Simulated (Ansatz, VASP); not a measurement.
## HPt6 in VASP and in Ansatz

INCAR

```
SYSTEM = HPt6
PREC = Accurate ; ENCUT = 520
EDIFF = 1E-6 ; ISMEAR = 0
SIGMA = 0.1 ; LREAL = .FALSE.
LASPH = .TRUE. ; NELM = 80
ALGO = Normal ; ISIF = 2
LWAVE = .FALSE. ; LCHARG = .FALSE.
LDIPOL = .TRUE. ; IDIPOL = 3
DIPOL = 0.5 0.5 0.287 ; GGA = PE
NBANDS = 74
```

Contents of KPOINTS:

```
Automatic mesh
0
G
  5 5 1
  0 0 0
```

POSCAR

```
HPt6
1.0
    5.6143281343      0.0000000000      0.0000000000
    0.0000000000      5.6143281343      0.0000000000
    0.0000000000      0.0000000000     21.8513792319
Pt H
12 2
Direct
    0.2500000000      0.2500000000      0.1830548066
    0.2500000000      0.7500000000      0.1830548066
    0.7500000000      0.2500000000      0.1830548066
    0.7500000000      0.7500000000      0.1830548066
    0.0000000000      0.0000000000      0.2712126041
    0.0000000000      0.5000000000      0.2712126041
    0.5000000000      0.0000000000      0.2712126041
    0.5000000000      0.5000000000      0.2712126041
    0.2500000000      0.2500000000      0.3593081768
    0.2500000000      0.7500000000      0.3593081768
    0.7500000000      0.2500000000      0.3593081768
    0.7500000000      0.7500000000      0.3593081768
   -0.1990442976      0.0000000000      0.3799018425
    0.1990442976      0.0000000000      0.3799018425
```

Input for Ansatz:

```yaml
crystal:
  lattice:
    - [5.6143281343, 0.0, 0.0]
    - [0.0, 5.6143281343, 0.0]
    - [0.0, 0.0, 21.8513792319]
  atoms:
    - { symbol: Pt, position: [0.25, 0.25, 0.1830548066] }
    - { symbol: Pt, position: [0.25, 0.75, 0.1830548066] }
    - { symbol: Pt, position: [0.75, 0.25, 0.1830548066] }
    - { symbol: Pt, position: [0.75, 0.75, 0.1830548066] }
    - { symbol: Pt, position: [0.0, 0.0, 0.2712126041] }
    - { symbol: Pt, position: [0.0, 0.5, 0.2712126041] }
    - { symbol: Pt, position: [0.5, 0.0, 0.2712126041] }
    - { symbol: Pt, position: [0.5, 0.5, 0.2712126041] }
    - { symbol: Pt, position: [0.25, 0.25, 0.3593081768] }
    - { symbol: Pt, position: [0.25, 0.75, 0.3593081768] }
    - { symbol: Pt, position: [0.75, 0.25, 0.3593081768] }
    - { symbol: Pt, position: [0.75, 0.75, 0.3593081768] }
    - { symbol: H, position: [-0.1990442976, 0.0, 0.3799018425] }
    - { symbol: H, position: [0.1990442976, 0.0, 0.3799018425] }
basis:
  ecutwfc: 420
kpoints:
  mp_grid: { grid: [5, 5, 1] }
hamiltonian:
  xc: pbe
  pseudopotentials: { kind: paw, azcp: { folder: soft_1 } }
scf:
  occupations: { method: gaussian, width: 0.1 }
output:
  forces: true
  eigenvalues: true
efield:
  axis: 3
  dipole_correction: true
  ramp_width: 0.04
```

Alike in both runs: task single point; functional PBE; k mesh 5 × 5 × 1; occupations gaussian, width 0.1 eV; no spin polarisation.

```csv
,VASP,Ansatz
version,VASP 6.6.1,Ansatz 0.2.0
potentials or method,"VASP PAW PBE potentials, release 64 (Pt, H), cutoff 520 eV","scalar-relativistic, plane waves, PAW"
valence electrons in the cell,122,218
```

Ansatz gave:

| Quantity | Value |
| --- | --- |
| gap on the k mesh at the Fermi level (eV) | none |
| rms of the force components (eV/Å) | 1.408 |

Task: Estimate VASP's values.

Result: gap on the k mesh at the Fermi level (eV): none; rms of the force components (eV/Å): 1.438.

Atom by atom the forces differ by 0.032 eV/Å (rms over components). A gap of «none» marks a metal or a gap that the smearing closes. VASP's potentials hold 122 valence electrons a cell and Ansatz's 218, so a difference there can come from the potentials and not from the codes.

Neither program's run includes spin-orbit coupling.
